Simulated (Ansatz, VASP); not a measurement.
# Two plane-wave programs on SiNi3

The input INCAR:

```
PREC = Accurate
ENCUT = 520
EDIFF = 1E-6
ISMEAR = -1
SIGMA = 0.05
LREAL = False
LASPH = True
NELM = 150
ALGO = Normal
ISIF = 2
LWAVE = False
LCHARG = False
ISPIN = 2
MAGMOM = 0.63 -0.78 0.95 0
LORBIT = 11
LMAXMIX = 4
GGA = PS
NBANDS = 29
```

Contents of KPOINTS:

```
regular mesh
0
Gamma
  12 12 12
```

Contents of POSCAR:

```
SiNi3
1.0
    1.2928041287      0.7464008117      7.6619893310
   -1.2928041287      0.7464008117      7.6619893310
    0.0000000000     -1.4928016234      7.6619893310
Ni Si
3 1
Direct
    0.2547330000      0.2547330000      0.2547330000
    0.5000000000      0.5000000000      0.5000000000
    0.7452670000      0.7452670000      0.7452670000
    0.0000000000      0.0000000000      0.0000000000
```

The input input.yaml:

```yaml
crystal:
  lattice:
    - [1.2928041287, 0.7464008117, 7.661989331]
    - [-1.2928041287, 0.7464008117, 7.661989331]
    - [0.0, -1.4928016234, 7.661989331]
  atoms:
    - { symbol: Ni, position: [0.254733, 0.254733, 0.254733], spin: 0.63 }
    - { symbol: Ni, position: [0.5, 0.5, 0.5], spin: -0.78 }
    - { symbol: Ni, position: [0.745267, 0.745267, 0.745267], spin: 0.95 }
    - { symbol: Si, position: [0.0, 0.0, 0.0] }
hamiltonian:
  xc: pbesol
  pseudopotentials: { kind: paw }
magnetization:
  spin_polarized: true
kpoints:
  mp_grid: { grid: [12, 12, 12] }
scf:
  occupations: { method: fermi_dirac, width: 0.05 }
output:
  forces: true
  stress: true
  eigenvalues: true
```

Alike in both runs: task single point; functional PBEsol; k mesh 12 × 12 × 12; occupations fermi-dirac, width 0.05 eV; collinear spin.

|  | VASP | Ansatz |
| --- | --- | --- |
| version | VASP 6.6.1 | Ansatz 0.2.0 |
| potentials or method | VASP PAW PBE potentials, release 64 (Ni, Si) | Ansatz PAW |
| plane-wave cutoff (eV) | 520 | 420 |
| valence electrons in the cell | 34 | 58 |

```csv
,VASP,Ansatz,Ansatz less VASP
gap on the k mesh at the Fermi level (eV),none,none,-
pressure (GPa),-5.9,-6.3,-0.39
"traceless stress, the component that is largest in VASP (GPa)",-0.79,-0.84,-0.054
rms of the force components (eV/Å),0.010,0.024,+0.0144
net moment per atom (μB),0.10,0.12,+0.015
size of the moment on the site where the two differ most (μB),0.31,0.36,+0.050
```

VASP's potentials were made for PBE, not for PBEsol. Site moments also hang on the region over which each program counts them. Atom by atom the forces differ by 0.014 eV/Å (rms over components). A gap of «none» marks a metal or a gap that the smearing closes. VASP's potentials hold 34 valence electrons a cell and Ansatz's 58, so a difference there can come from the potentials and not from the codes.
